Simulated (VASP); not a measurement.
# La (Im-3m) in VASP: a series of runs

La is run at these levels: PBEsol; tasks: relaxation of cell and atoms.

Everything below comes from runs of VASP 6.6.1. Logs are shortened: lines on timing, memory, paths and dates and some standing lists are left out, and cuts for length are marked.

## 1. The cell of the first run

Symmetry: Im-3m, No. 229, cubic system. Conventional cell: a = 4.210 Å, b = 4.210 Å, c = 4.210 Å, α = 90.00°, β = 90.00°, γ = 90.00°. La (site symmetry m-3m) has 14 La at 3.65 to 4.21 Å within 4.8 Å.

This isn't the form of La at room conditions, which is double hcp.

## 2. Relaxation of cell and atoms, PBEsol

Contents of INCAR:

```
SYSTEM = La
ALGO = Normal
EDIFF = 1E-7
EDIFFG = -0.03
ENCUT = 500
GGA = PS
GGA_COMPAT = .False.
IBRION = 2
ISIF = 3
ISMEAR = 1
LASPH = .True.
LCHARG = .False.
LMAXMIX = 6
LREAL = .False.
LWAVE = .False.
NELM = 200
NELMIN = 4
NSW = 80
PREC = Accurate
SIGMA = 0.1
```

Contents of KPOINTS:

```
k-points
0
Gamma
  6 6 6
  0 0 0
```

Contents of POSCAR:

```
La
1.0
   -2.1050000000      2.1050000000      2.1050000000
    2.1050000000     -2.1050000000      2.1050000000
    2.1050000000      2.1050000000     -2.1050000000
La
1
Direct
    0.0000000000      0.0000000000      0.0000000000
```

Potentials or basis: VASP PAW PBE potentials, release 64 (La).

Command:

```bash
$ cat potpaw_PBE.64/La/POTCAR > POTCAR
$ mpirun -np 1 vasp_std > vasp.out
```

OUTCAR:

```text
SYSTEM = La
   EDIFF = 1E-7
   EDIFFG = -0.03
   ENCUT = 500
   GGA = PS
   IBRION = 2
   ISIF = 3
   ISMEAR = 1
   LASPH = .True.
   LREAL = .False.
   NELM = 200
   NELMIN = 4
   NSW = 80
   PREC = Accurate

 ion  position               nearest neighbor table
   1  0.000  0.000  0.000-

  LATTYP: Found a body centered cubic cell.
 ALAT       =     4.2100000000

  Lattice vectors:

 A1 = (  -2.1050000000,   2.1050000000,   2.1050000000)
 A2 = (   2.1050000000,  -2.1050000000,   2.1050000000)
 A3 = (   2.1050000000,   2.1050000000,  -2.1050000000)

Analysis of symmetry for initial positions (statically):
=====================================================================
 Subroutine PRICEL returns:
 Original cell was already a primitive cell.

 Routine SETGRP: Setting up the symmetry group for a
 body centered cubic supercell.

 Subroutine GETGRP returns: Found 48 space group operations
 (whereof 48 operations were pure point group operations)
 out of a pool of 48 trial point group operations.

The static configuration has the point symmetry O_h .

Analysis of symmetry for dynamics (positions and initial velocities):
=====================================================================
 Subroutine PRICEL returns:
 Original cell was already a primitive cell.

 Routine SETGRP: Setting up the symmetry group for a
 body centered cubic supercell.

 Subroutine GETGRP returns: Found 48 space group operations
 (whereof 48 operations were pure point group operations)
 out of a pool of 48 trial point group operations.

The dynamic configuration has the point symmetry O_h .

 Subroutine INISYM returns: Found 48 space group operations
 (whereof 48 operations are pure point group operations),
 and found     1 'primitive' translations

----------------------------------------------------------------------------------------

                                     Primitive cell

  volume of cell :      37.3092

  direct lattice vectors                    reciprocal lattice vectors
    -2.105000000  2.105000000  2.105000000     0.000000000  0.237529691  0.237529691
     2.105000000 -2.105000000  2.105000000     0.237529691  0.000000000  0.237529691
     2.105000000  2.105000000 -2.105000000     0.237529691  0.237529691  0.000000000

  length of vectors
     3.645966950  3.645966950  3.645966950     0.335917711  0.335917711  0.335917711

  position of ions in fractional coordinates (direct lattice)
     0.000000000  0.000000000  0.000000000

  ion indices of the primitive-cell ions
   primitive index   ion index
                 1           1

----------------------------------------------------------------------------------------

 KPOINTS: k-points

Automatic generation of k-mesh.
 Grid dimensions read from file:
 generate k-points for:    6    6    6

 Generating k-lattice:

  Cartesian coordinates                     Fractional coordinates (reciprocal lattice)
     0.000000000  0.039588282  0.039588282     0.166666667  0.000000000  0.000000000
     0.039588282  0.000000000  0.039588282     0.000000000  0.166666667  0.000000000
     0.039588282  0.039588282  0.000000000     0.000000000  0.000000000  0.166666667

  Length of vectors
     0.055986285  0.055986285  0.055986285

  Shift w.r.t. Gamma in fractional coordinates (k-lattice)
     0.000000000  0.000000000  0.000000000

 Subroutine IBZKPT returns following result:
 ===========================================

 Found     16 irreducible k-points:

 Following reciprocal coordinates:
            Coordinates               Weight
  0.000000  0.000000  0.000000      1.000000
  0.166667  0.000000  0.000000     12.000000
  0.333333  0.000000  0.000000     12.000000
  0.500000  0.000000  0.000000      6.000000
  0.166667  0.166667  0.000000     24.000000
  0.333333  0.166667  0.000000     48.000000
[... 8 lines left out ...]
  0.500000  0.500000  0.333333     12.000000
  0.500000  0.500000  0.500000      1.000000
   k-points           NKPTS =     16   k-points in BZ     NKDIM =     16   number of bands    NBANDS=      9
   number of dos      NEDOS =    301   number of ions     NIONS =      1
   total plane-waves  NPLWV =  21952
   dimension x,y,z NGX =    28 NGY =   28 NGZ =   28
   dimension x,y,z NGXF=    56 NGYF=   56 NGZF=   56
   ions per type =               1
   NGX,Y,Z   is equivalent  to a cutoff of  12.77, 12.77, 12.77 a.u.
   NGXF,Y,Z  is equivalent  to a cutoff of  25.53, 25.53, 25.53 a.u.
 SYSTEM =  La
   PREC   = accura    normal or accurate (medium, high low for compatibility)
   ISTART =      0    job   : 0-new  1-cont  2-samecut
   ICHARG =      2    charge: 1-file 2-atom 10-const
   ISPIN  =      1    spin polarized calculation?
   LNONCOLLINEAR =      F non collinear calculations
   LSORBIT =      F    spin-orbit coupling
   LASPH  =      T    aspherical Exc in radial PAW
   ENCUT  =  500.0 eV  36.75 Ry    6.06 a.u.   6.65  6.65  6.65*2*pi/ulx,y,z
   NELM   =    200;   NELMIN=  4; NELMDL= -5     # of ELM steps
   EDIFF  = 0.1E-06   stopping-criterion for ELM
   LREAL  =      F    real-space projection
   EDIFFG = -.3E-01   stopping-criterion for IOM
   NSW    =     80    number of steps for IOM
   IBRION =      2    ionic relax: 0-MD 1-quasi-New 2-CG
   NFREE  =      1    steps in history (QN), initial steepest desc. (CG)
   ISIF   =      3    stress and relaxation
   ISYM   =      2    0-nonsym 1-usesym 2-fastsym
   POTIM  = 0.5000    time-step for ionic-motion
   TEBEG  =    0.0;   TEEND  =   0.0 temperature during run
   PSTRESS=    0.0 pullay stress
   NELECT =      11.0000    total number of electrons
   NUPDOWN=      -1.0000    fix difference up-down
   EMIN   =  10.00;   EMAX   =-10.00  energy-range for DOS
   EFERMI =   0.00;   METHOD = LEGACY
   ISMEAR =     1;   SIGMA  =   0.10  broadening in eV -4-tet -1-fermi 0-gaus
   EFERMI_NEDOS =   21; number of points for ismear=-14 and -15
   IALGO  =     38    algorithm
   IMIX   =      4    mixing-type and parameters
     AMIX     =   0.40;   BMIX     =  1.00
     AMIX_MAG =   1.60;   BMIX_MAG =  1.00
  volume/ion in A,a.u.               =      37.31       251.78
  Fermi-wavevector in a.u.,A,eV,Ry     =   1.089600  2.059045 16.153210  1.187227
  Thomas-Fermi vector in A             =   2.225806
   LORBIT       =      0    0 simple, 1 ext, 2 COOP (PROOUT), +10 PAW based schemes
   GGA     = PS    functional components
   LHFCALC =     F    Hartree Fock is set to
   AEXX    =    0.0000 exact exchange contribution
   IVDW    =     0    specifies the selected vdW correction
   LEPSILON=     F    determine dielectric tensor
   LRPA    =     F    only Hartree local field effects (RPA)
 conjugate gradient relaxation of ions
 non-spin polarized calculation
 Methfessel and Paxton  Order N= 1 SIGMA  =   0.10
  energy-cutoff  :      500.00
  volume of cell :       37.31
 maximum number of plane-waves:       968
 NGX is ok and might be reduce to    28
   NGX = 13   NGY = 13   NGZ = 13

--------------------------------------- Ionic step        1  -------------------------------------------

 number of electron      11.0000001 magnetization

 Free energy of the ion-electron system (eV)
  ---------------------------------------------------
  ext. energy  EPLUGINS =         0.00000000
  ---------------------------------------------------
  free energy    TOTEN  =        -5.16494394 eV

  energy without entropy =       -5.15892179  energy(sigma->0) =       -5.16293656

------------------------ aborting loop because EDIFF is reached ----------------------------------------

  FORCE on cell =-STRESS in cart. coord.  units (eV):
  Direction    XX          YY          ZZ          XY          YZ          ZX
  --------------------------------------------------------------------------------------
  -------------------------------------------------------------------------------------
  Total       -0.1880535     -0.1880535     -0.1880535     -0.0000000     -0.0000000     -0.0000000
  in kB       -8.0756182     -8.0756182     -8.0756182     -0.0000000     -0.0000000     -0.0000000
  external PRESSURE =      -8.0756182 kB  Pullay stress =       0.0000000 kB

 VOLUME and BASIS-vectors are now :
 -----------------------------------------------------------------------------
  energy-cutoff  :      500.00
  volume of cell :       37.31
      direct lattice vectors                 reciprocal lattice vectors
    -2.105000000  2.105000000  2.105000000     0.000000000  0.237529691  0.237529691
     2.105000000 -2.105000000  2.105000000     0.237529691  0.000000000  0.237529691
     2.105000000  2.105000000 -2.105000000     0.237529691  0.237529691  0.000000000
[... 36 lines left out ...]
 POSITION                                       TOTAL-FORCE (eV/Angst)
 -----------------------------------------------------------------------------------
      0.00000      4.17181      0.00000        -0.000000      0.000000     -0.000000
 -----------------------------------------------------------------------------------
    total drift:                                0.000000      0.000000     -0.000000

  FREE ENERGIE OF THE ION-ELECTRON SYSTEM (eV)
  ---------------------------------------------------
  free  energy   TOTEN  =        -5.1677407239 eV

  energy  without entropy=       -5.1615389350  energy(sigma->0) =       -5.16567346

--------------------------------------- Ionic step        3  -------------------------------------------

 number of electron      11.0000002 magnetization

 Free energy of the ion-electron system (eV)
  ---------------------------------------------------
  ext. energy  EPLUGINS =         0.00000000
  ---------------------------------------------------
  free energy    TOTEN  =        -5.16787151 eV

  energy without entropy =       -5.16153530  energy(sigma->0) =       -5.16575944

 E-fermi :   7.9897     XC(G=0):  -9.8102

 val. band max:        7.9670710128   @ k =   0.3333   0.1667   0.1667
 cond. band min:       8.0513866038   @ k =   0.3333   0.0000   0.0000
 fundamental gap:      0.0843155911
 Fermi energy:         7.9897159880

 k-point     1 :       0.0000    0.0000    0.0000
  band No.  band energies     occupation
      1     -24.8135      2.00000
      2      -7.6672      2.00000
      3      -7.6672      2.00000
      4      -7.6672      2.00000
      5       4.7892      2.00000
      6       9.5189     -0.00000
      7       9.5189     -0.00000
      8       9.5189     -0.00000
      9       9.5759     -0.00000

 k-point     2 :       0.1667    0.0000    0.0000
  band No.  band energies     occupation
      1     -24.7559      2.00000
      2      -8.0901      2.00000
      3      -7.7918      2.00000
      4      -7.6729      2.00000
      5       5.6064      2.00000
      6       8.7652     -0.00000
      7       8.7840     -0.00000
      8       9.5489     -0.00000
      9       9.7595     -0.00000
[... 188 lines left out ...]
 POSITION                                       TOTAL-FORCE (eV/Angst)
 -----------------------------------------------------------------------------------
      0.00000     -0.00000      0.00000         0.000000     -0.000000      0.000000
 -----------------------------------------------------------------------------------
    total drift:                                0.000000      0.000000      0.000000

  FREE ENERGIE OF THE ION-ELECTRON SYSTEM (eV)
  ---------------------------------------------------
  free  energy   TOTEN  =        -5.1678715108 eV

  energy  without entropy=       -5.1615352953  energy(sigma->0) =       -5.16575944

 reached required accuracy - stopping structural energy minimisation
```

It took 25 s on 1 thread of AMD EPYC 7R13 (Zen 3), shared host; peak memory 0.13 GiB.

What came out:

* Free energy: -5.1679 eV
* Relaxed volume: 36.02 Å³/atom
* Relaxed cell: a = 3.604 Å, b = 3.604 Å, c = 3.604 Å, α = 109.47°, β = 109.47°, γ = 109.47°
* Space group after relaxing (to 0.1 Å): Im-3m (No. 229)
* Energy gained by relaxing: 2.9 meV/atom
* Ionic steps: 3
* Pressure after relaxing: 0.0 GPa
* Band gap on the k mesh: zero (an odd number of electrons rules out a gap without spin polarisation)

Step by step:
```csv
step,energy change (eV),largest force (eV/Å),pressure (GPa),volume (Å³)
1,0.0000,0.0000,-0.81,37.31
2,-0.0028,0.0000,-0.13,36.30
3,-0.0029,0.0000,-0.02,36.02
```

Final structure:
```yaml
crystal:
  lattice:
    - [-2.08049, 2.08049, 2.08049]
    - [2.08049, -2.08049, 2.08049]
    - [2.08049, 2.08049, -2.08049]
  atoms:
    - { symbol: La, position: [0.00000, 0.00000, 0.00000] }
```

Caveat: the PAW data sets were made with another functional, which shifts forces and pressure a little; spin-orbit coupling is left out, which moves the levels of the heavy elements.

(Continued in part 2 of 2.)
